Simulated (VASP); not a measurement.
# Pd in VASP: notebook

Pd is run at these levels: PBE; tasks: electric field gradients.

Everything below comes from runs of VASP 6.6.1. Logs are shortened: lines on timing, memory, paths and dates and some standing lists are left out, and cuts for length are marked.

### 1 The cell of the first run

The structure is tetragonal, space group I4/mmm (No. 139). Conventional cell: a = 2.833 Å, b = 2.833 Å, c = 3.890 Å, α = 90.00°, β = 90.00°, γ = 90.00°. Within 3.7 Å of Pd (site symmetry 4/mmm) lie 12 Pd at 2.79 to 2.83 Å.

### 2 Electric field gradients, PBE (equal xx and yy strain of +3 %)

INCAR reads:

```
ALGO = Normal
EDIFF = 1E-8
ENCUT = 520
GGA = PE
ISIF = 2
ISMEAR = -1
LASPH = True
LCHARG = False
LEFG = True
LREAL = False
LWAVE = False
NBANDS = 11
NELM = 80
PREC = Accurate
SIGMA = 0.05
```

KPOINTS reads:

```
k-points
0
Gamma
  18 18 18
```

POSCAR reads:

```
Pd
1.0
    0.0000000000      2.0032470000      1.9449000000
    2.0032470000      0.0000000000      1.9449000000
    2.0032470000      2.0032470000      0.0000000000
Pd
1
Direct
    0.0000000000      0.0000000000      0.0000000000
```

Potentials or basis: VASP PAW PBE potentials, release 64 (Pd).

On the command line:

```console
> cat potpaw_PBE.64/Pd/POTCAR > POTCAR
> mpirun -np 1 vasp_std > vasp.out
```

OUTCAR:

```text
EDIFF = 1E-8
   ENCUT = 520
   GGA = PE
   ISIF = 2
   ISMEAR = -1
   LASPH = True
   LREAL = False
   NELM = 80
   PREC = Accurate

 ion  position               nearest neighbor table
   1  0.000  0.000  0.000-

  LATTYP: Found a body centered tetragonal cell.
 ALAT       =     2.8330190762
 C/A-ratio  =     1.3730228761

  Lattice vectors:

 A1 = (   0.0000000000,  -2.0032470000,  -1.9449000000)
 A2 = (   0.0000000000,   2.0032470000,  -1.9449000000)
 A3 = (   2.0032470000,   0.0000000000,   1.9449000000)

Analysis of symmetry for initial positions (statically):
=====================================================================
 Subroutine PRICEL returns:
 Original cell was already a primitive cell.

 Routine SETGRP: Setting up the symmetry group for a
 body centered tetragonal supercell.

 Subroutine GETGRP returns: Found 16 space group operations
 (whereof 16 operations were pure point group operations)
 out of a pool of 16 trial point group operations.

The static configuration has the point symmetry D_4h.

Analysis of symmetry for dynamics (positions and initial velocities):
=====================================================================
 Subroutine PRICEL returns:
 Original cell was already a primitive cell.

 Routine SETGRP: Setting up the symmetry group for a
 body centered tetragonal supercell.

 Subroutine GETGRP returns: Found 16 space group operations
 (whereof 16 operations were pure point group operations)
 out of a pool of 16 trial point group operations.

The dynamic configuration has the point symmetry D_4h.

 Subroutine INISYM returns: Found 16 space group operations
 (whereof 16 operations are pure point group operations),
 and found     1 'primitive' translations

----------------------------------------------------------------------------------------

                                     Primitive cell

  volume of cell :      15.6098

  direct lattice vectors                    reciprocal lattice vectors
     0.000000000  2.003247000  1.944900000    -0.249594783  0.249594783  0.257082626
     2.003247000  0.000000000  1.944900000     0.249594783 -0.249594783  0.257082626
     2.003247000  2.003247000  0.000000000     0.249594783  0.249594783 -0.257082626

  length of vectors
     2.792066359  2.792066359  2.833019076     0.436676755  0.436676755  0.436676755

  position of ions in fractional coordinates (direct lattice)
     0.000000000  0.000000000  0.000000000

  ion indices of the primitive-cell ions
   primitive index   ion index
                 1           1

----------------------------------------------------------------------------------------

 KPOINTS: k-points

Automatic generation of k-mesh.
 Grid dimensions read from file:
 generate k-points for:   18   18   18

 Generating k-lattice:

  Cartesian coordinates                     Fractional coordinates (reciprocal lattice)
    -0.013866377  0.013866377  0.014282368     0.055555556  0.000000000  0.000000000
     0.013866377 -0.013866377  0.014282368     0.000000000  0.055555556  0.000000000
     0.013866377  0.013866377 -0.014282368    -0.000000000 -0.000000000  0.055555556

  Length of vectors
     0.024259820  0.024259820  0.024259820

  Shift w.r.t. Gamma in fractional coordinates (k-lattice)
     0.000000000  0.000000000  0.000000000

 Subroutine IBZKPT returns following result:
 ===========================================

 Found    480 irreducible k-points:

 Following reciprocal coordinates:
            Coordinates               Weight
  0.000000  0.000000  0.000000      1.000000
  0.055556 -0.000000  0.000000      8.000000
  0.111111 -0.000000  0.000000      8.000000
  0.166667  0.000000  0.000000      8.000000
  0.222222  0.000000  0.000000      8.000000
  0.277778  0.000000  0.000000      8.000000
[... 16 lines left out ...]
 -0.277778  0.055556  0.000000      8.000000
 -0.222222  0.055556  0.000000      8.000000
 [... further k-points ...]
   k-points           NKPTS =    480   k-points in BZ     NKDIM =    480   number of bands    NBANDS=     11
   number of dos      NEDOS =    301   number of ions     NIONS =      1
   total plane-waves  NPLWV =  13824
   dimension x,y,z NGX =    24 NGY =   24 NGZ =   24
   dimension x,y,z NGXF=    48 NGYF=   48 NGZF=   48
   ions per type =               1
   NGX,Y,Z   is equivalent  to a cutoff of  14.29, 14.29, 14.08 a.u.
   NGXF,Y,Z  is equivalent  to a cutoff of  28.58, 28.58, 28.17 a.u.
 SYSTEM =  unknown system
   PREC   = accura    normal or accurate (medium, high low for compatibility)
   ISTART =      0    job   : 0-new  1-cont  2-samecut
   ICHARG =      2    charge: 1-file 2-atom 10-const
   ISPIN  =      1    spin polarized calculation?
   LNONCOLLINEAR =      F non collinear calculations
   LSORBIT =      F    spin-orbit coupling
   LASPH  =      T    aspherical Exc in radial PAW
   ENCUT  =  520.0 eV  38.22 Ry    6.18 a.u.   5.19  5.19  5.27*2*pi/ulx,y,z
   NELM   =     80;   NELMIN=  2; NELMDL= -5     # of ELM steps
   EDIFF  = 0.1E-07   stopping-criterion for ELM
   LREAL  =      F    real-space projection
   EDIFFG = 0.1E-06   stopping-criterion for IOM
   NSW    =      0    number of steps for IOM
   IBRION =     -1    ionic relax: 0-MD 1-quasi-New 2-CG
   NFREE  =      0    steps in history (QN), initial steepest desc. (CG)
   ISIF   =      2    stress and relaxation
   ISYM   =      2    0-nonsym 1-usesym 2-fastsym
   POTIM  = 0.5000    time-step for ionic-motion
   TEBEG  =    0.0;   TEEND  =   0.0 temperature during run
   PSTRESS=    0.0 pullay stress
   NELECT =      10.0000    total number of electrons
   NUPDOWN=      -1.0000    fix difference up-down
   EMIN   =  10.00;   EMAX   =-10.00  energy-range for DOS
   EFERMI =   0.00;   METHOD = LEGACY
   ISMEAR =    -1;   SIGMA  =   0.05  broadening in eV -4-tet -1-fermi 0-gaus
   EFERMI_NEDOS =   21; number of points for ismear=-14 and -15
   IALGO  =     38    algorithm
   IMIX   =      4    mixing-type and parameters
     AMIX     =   0.40;   BMIX     =  1.00
     AMIX_MAG =   1.60;   BMIX_MAG =  1.00
  volume/ion in A,a.u.               =      15.61       105.34
  Fermi-wavevector in a.u.,A,eV,Ry     =   1.411268  2.666909 27.098405  1.991677
  Thomas-Fermi vector in A             =   2.533137
   LORBIT       =      0    0 simple, 1 ext, 2 COOP (PROOUT), +10 PAW based schemes
   GGA     = PE    functional components
   LHFCALC =     F    Hartree Fock is set to
   AEXX    =    0.0000 exact exchange contribution
   IVDW    =     0    specifies the selected vdW correction
   LEPSILON=     F    determine dielectric tensor
   LRPA    =     F    only Hartree local field effects (RPA)
 non-spin polarized calculation
  energy-cutoff  :      520.00
  volume of cell :       15.61
 maximum number of plane-waves:       436
 NGX is ok and might be reduce to    24
   NGX = 11   NGY = 11   NGZ = 11

 number of electron      10.0000000 magnetization

 Free energy of the ion-electron system (eV)
  ---------------------------------------------------
  ext. energy  EPLUGINS =         0.00000000
  ---------------------------------------------------
  free energy    TOTEN  =        -5.22538223 eV

  energy without entropy =       -5.20598284  energy(sigma->0) =       -5.21568254

 E-fermi :   8.8524     XC(G=0): -12.8339

 val. band max:        8.8520352739   @ k =  -0.3889   0.1111   0.3889
 cond. band min:       8.8547206509   @ k =   0.5000   0.0556   0.3889
 fundamental gap:      0.0026853770
 Fermi energy:         8.8523564605

 k-point     1 :       0.0000    0.0000    0.0000
  band No.  band energies     occupation
      1       2.1466      2.00000
      2       6.1836      2.00000
      3       6.1836      2.00000
      4       6.4338      2.00000
      5       7.5992      2.00000
      6       7.8537      2.00000
      7      26.0202      0.00000
      8      30.2513      0.00000
      9      30.2513      0.00000
     10      30.8899      0.00000
     11      35.1744      0.00000

 k-point     2 :       0.0556   -0.0000    0.0000
  band No.  band energies     occupation
      1       2.2537      2.00000
      2       6.1707      2.00000
      3       6.2197      2.00000
      4       6.4461      2.00000
      5       7.5859      2.00000
      6       7.8336      2.00000
      7      26.1206      0.00000
      8      29.6492      0.00000
      9      30.3635      0.00000
     10      30.8368      0.00000
     11      35.3458      0.00000

 k-point     3 :       0.1111   -0.0000    0.0000
  band No.  band energies     occupation
      1       2.5637      2.00000
      2       6.1128      2.00000
      3       6.3120      2.00000
      4       6.5083      2.00000
      5       7.5631      2.00000
      6       7.7875      2.00000
      7      26.3082      0.00000
      8      28.1846      0.00000
      9      30.6796      0.00000
     10      31.0929      0.00000
     11      35.4905      0.00000

 k-point     4 :       0.1667    0.0000    0.0000
  band No.  band energies     occupation
      1       3.0343      2.00000
      2       6.0447      2.00000
      3       6.4092      2.00000
      4       6.6032      2.00000
      5       7.5846      2.00000
      6       7.7616      2.00000
      7      25.7204      0.00000
      8      27.2085      0.00000
      9      31.1287      0.00000
     10      31.5072      0.00000
     11      34.4075      0.00000
[... 239 lines left out ...]
 k-point    22 :      -0.3333    0.0556    0.0000
  band No.  band energies     occupation
      1       4.1467      2.00000
      2       6.3078      2.00000
      3       6.4558      2.00000
      4       7.3317      2.00000
      5       8.2254      1.99999
      6       8.8622      0.90236
      7      19.3005      0.00000
      8      26.1018      0.00000
      9      29.4720      0.00000
     10      31.0696      0.00000
     11      34.4316      0.00000

 k-point    23 :      -0.2778    0.0556    0.0000
  band No.  band energies     occupation
      1       4.0853      2.00000
      2       6.4125      2.00000
      3       6.4807      2.00000
      4       6.6374      2.00000
      5       7.8760      2.00000
      6       8.4433      1.99944
      7      21.3247      0.00000
      8      26.5831      0.00000
      9      29.9837      0.00000
     10      32.4869      0.00000
     11      33.4986      0.00000

 k-point    24 :      -0.2222    0.0556    0.0000
  band No.  band energies     occupation
      1       3.7884      2.00000
      2       6.0568      2.00000
      3       6.4918      2.00000
      4       6.6719      2.00000
      5       7.5818      2.00000
      6       8.1408      2.00000
      7      23.3736      0.00000
      8      26.9690      0.00000
      9      30.4830      0.00000
     10      32.8111      0.00000
     11      32.9217      0.00000

 [... further k-points ...]

------------------------ aborting loop because EDIFF is reached ----------------------------------------

  FORCE on cell =-STRESS in cart. coord.  units (eV):
  Direction    XX          YY          ZZ          XY          YZ          ZX
  --------------------------------------------------------------------------------------
  -------------------------------------------------------------------------------------
  Total       -0.3517923     -0.3517923     -0.2345184      0.0000000      0.0000000      0.0000000
  in kB      -36.1077653    -36.1077653    -24.0708424      0.0000000      0.0000000      0.0000000
  external PRESSURE =     -32.0954577 kB  Pullay stress =       0.0000000 kB

 VOLUME and BASIS-vectors are now :
 -----------------------------------------------------------------------------
  energy-cutoff  :      520.00
  volume of cell :       15.61
      direct lattice vectors                 reciprocal lattice vectors
     0.000000000  2.003247000  1.944900000    -0.249594783  0.249594783  0.257082626
     2.003247000  0.000000000  1.944900000     0.249594783 -0.249594783  0.257082626
     2.003247000  2.003247000  0.000000000     0.249594783  0.249594783 -0.257082626

 POSITION                                       TOTAL-FORCE (eV/Angst)
 -----------------------------------------------------------------------------------
      0.00000      0.00000      0.00000         0.000000     -0.000000      0.000000
 -----------------------------------------------------------------------------------
    total drift:                                0.000000     -0.000000     -0.000000

  FREE ENERGIE OF THE ION-ELECTRON SYSTEM (eV)
  ---------------------------------------------------
  free  energy   TOTEN  =        -5.2253822288 eV

  energy  without entropy=       -5.2059828413  energy(sigma->0) =       -5.21568254

 Electric field gradients (V/A^2)
---------------------------------------------------------------------
 ion       V_xx      V_yy      V_zz      V_xy      V_xz      V_yz
---------------------------------------------------------------------
   1      -2.075    -2.075     4.150     0.000    -0.000    -0.000
---------------------------------------------------------------------

 Electric field gradients after diagonalization (V/A^2)
 (convention: |V_zz| > |V_xx| > |V_yy|)
----------------------------------------------------------------------
 ion       V_xx      V_yy      V_zz     asymmetry (V_yy - V_xx)/ V_zz
----------------------------------------------------------------------
   1      -2.075    -2.075     4.150       0.000
----------------------------------------------------------------------

           NMR quadrupolar parameters

 Cq : quadrupolar parameter    Cq=e*Q*V_zz/h
 eta: asymmetry parameters     (V_yy - V_xx)/ V_zz
 Q  : nuclear electric quadrupole moment in mb (millibarn)
----------------------------------------------------------------------
 ion       Cq(MHz)       eta       Q (mb)
----------------------------------------------------------------------
   1       0.010       0.000       1.000
----------------------------------------------------------------------
```

Run time: 2.5 min. Hardware: 1 thread of Intel Xeon 8259CL, shared host; peak memory 0.21 GiB.

Results:

* Free energy: -5.2254 eV
* Pressure: -3.2 GPa
* Band gap on the k mesh: zero (bands 5 and 6 overlap by 1.50 eV)
* Largest electric field gradient by atom: Pd +4.2 V/Å²

Electric field gradients, principal values (V/Å²):
| atom | least | middle | greatest (by size) |
| --- | --- | --- | --- |
| 1 Pd | -2.075 | -2.075 | 4.150 |

Caveat: the cell differs from its parent crystal (equal xx and yy strain of +3 %); the cell stands under tension; without QUAD_EFG the Cq values of the log hold for a quadrupole moment of 1 mb, not for the nuclei.

(Part 1 of 3 ends here.)
